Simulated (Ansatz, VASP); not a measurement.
## Two plane-wave programs on Li

```xyz
10
Lattice="7.4808 0.0000 0.0240 0.0000 3.5893 0.0000 -0.0235 0.0000 7.4887" Properties=species:S:1:pos:R:3 pbc="T T T"
Li    5.9504    1.9779    6.7478
Li    4.4919    1.9784    2.2492
Li    1.5069    1.9779    0.7649
Li    2.9654    1.9784    5.2635
Li   -0.0118    1.9740    3.7444
Li    3.7404    0.1852    0.0120
Li    6.7373    0.1811    1.5065
Li    5.2101    0.1820    4.5000
Li    2.2472    0.1820    3.0127
Li    0.7200    0.1811    6.0062
```

Change from the starting cell: the structure that the rattled cell fell into.

Alike in both runs: functional PBE; k mesh 2 × 6 × 2; occupations gaussian, width 0.1 eV; no spin polarisation.

Ansatz relaxed the structure, and its values are those at the end. VASP's run is a single point on that final structure, the one shown.

```csv
,VASP,Ansatz
version,VASP 6.6.1,Ansatz 0.2.0
potentials or method,"VASP PAW PBE potentials, release 64 (Li_sv), cutoff 520 eV","scalar-relativistic, plane waves, PAW"
valence electrons in the cell,30,30
```

|  | VASP | Ansatz | Ansatz less VASP |
| --- | --- | --- | --- |
| gap on the k mesh at the Fermi level (eV) | none | none | - |
| rms of the force components (eV/Å) | 0.004 | 0.004 | -0.0001 |

A gap of «none» marks a metal or a gap that the smearing closes.

The k mesh is coarse, so the values compare programs but aren't converged. Noted on VASP's run: the cutoff is under 1.25 times that of the potentials, so the pressure is a little rough.
